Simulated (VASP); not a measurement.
The system is B.

```
CELL_PARAMETERS angstrom
2.23228 0.00000 0.00000
0.00000 2.23228 0.00000
0.00000 0.00000 2.23228
ATOMIC_POSITIONS crystal
B 0.00000 0.00000 0.00000
```

- Program: VASP 6.6.1
- Task: relaxation of cell and atoms
- Functional: PBE
- Potentials or basis: VASP PAW PBE potentials, release 64 (B)
- Cutoff: 600 eV
- k mesh: 18 × 18 × 18
- Occupations: fermi-dirac, width 0.05 eV
- Spin: no spin polarisation

At the start: pressure -44.1 GPa; volume 11.12 Å³/atom.

Problem. Where does the relaxation end?

Solution. Over 6 steps the energy falls by 928.1 meV/atom and the volume is 6.71 Å³/atom (-39.7 %); space group Pm-3m (No. 221, to 0.05 Å).

Step by step:
```
step  energy change (eV)  largest force (eV/Å)  pressure (GPa)  volume (Å³)
   1              0.0000                0.0000          -44.08        11.12
   2             -0.9246                0.0000           -6.00         6.89
   3             -0.9280                0.0000           -0.56         6.72
   4             -0.9277                0.0000            2.04         6.65
   5             -0.9280                0.0000           -0.89         6.73
   6             -0.9281                0.0000            0.01         6.71
```

Final structure:
```
B
1.0
     1.88572    0.00000    0.00000
     0.00000    1.88572    0.00000
     0.00000    0.00000    1.88572
B
1
Cartesian
  0.0000 0.0000 0.0000
```

Caveat: the volume moved by over 15 % at a fixed basis, so the end points are rough.
